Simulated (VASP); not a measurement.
A run of VASP 6.6.1:

File POSCAR:

```
NaHF2
1.0
    1.7376254749      1.0032185357      4.6076372526
   -1.7376254749      1.0032185357      4.6076372526
    0.0000000000     -2.0064370714      4.6076372526
Na H F
1 1 2
Direct
    0.0000000000      0.0000000000      0.0000000000
    0.5000000000      0.5000000000      0.5000000000
    0.4172624215      0.4172624215      0.4172624215
    0.5827375785      0.5827375785      0.5827375785
```

INCAR.step1

```
SYSTEM = NaHF2
PREC     = Accurate       ! precision mode
ENCUT    = 520            ! plane-wave cutoff, eV
ISMEAR   = 0              ! smearing method
SIGMA    = 0.02           ! smearing width, eV
LREAL    = .FALSE.        ! projectors in reciprocal space
LASPH    = .TRUE.         ! aspherical terms in the spheres
NELM     = 100            ! most SCF steps
NBANDS   = 19             ! bands
GGA      = PE             ! functional
ALGO     = Normal         ! electronic algorithm
EDIFF    = 1E-4           ! SCF threshold, eV
LWAVE    = .TRUE.         ! write WAVECAR
LCHARG   = .FALSE.        ! write CHGCAR
```

Contents of INCAR.step2:

```
SYSTEM = NaHF2
PREC     = Accurate       ! precision mode
ENCUT    = 520            ! plane-wave cutoff, eV
EDIFF    = 1E-6           ! SCF threshold, eV
ISMEAR   = 0              ! smearing method
SIGMA    = 0.02           ! smearing width, eV
LREAL    = .FALSE.        ! projectors in reciprocal space
LASPH    = .TRUE.         ! aspherical terms in the spheres
NELM     = 100            ! most SCF steps
ALGO     = Normal         ! electronic algorithm
ISIF     = 2              ! what is computed and relaxed
LWAVE    = .FALSE.        ! write WAVECAR
LCHARG   = .TRUE.         ! write CHGCAR
METAGGA  = R2SCAN         ! meta-GGA
LMIXTAU  = .TRUE.       
LELF     = .TRUE.         ! ELF
LVHAR    = .TRUE.       
NBANDS   = 19             ! bands
ISTART   = 1
```

KPOINTS

```
regular mesh
0
G
  9 9 9
  0 0 0
```

Potentials or basis: VASP PAW PBE potentials, release 64 (Na_pv, H, F).

Run with:

```sh
$ cat potpaw_PBE.64/Na_pv/POTCAR potpaw_PBE.64/H/POTCAR potpaw_PBE.64/F/POTCAR > POTCAR
$ cp INCAR.step1 INCAR
$ mpirun -np 1 vasp_std > vasp.out
$ cp INCAR.step2 INCAR
$ mpirun -np 1 vasp_std > vasp.out
```

Hardware: 1 thread of Intel(R) Xeon(R) 6975P-C (Granite Rapids) (shared host).

How long does it take, and how much memory?

Run time: 3.5 min on 1 thread of Intel(R) Xeon(R) 6975P-C (Granite Rapids) (shared host), peak memory 0.28 GiB. Counts: k points 85.
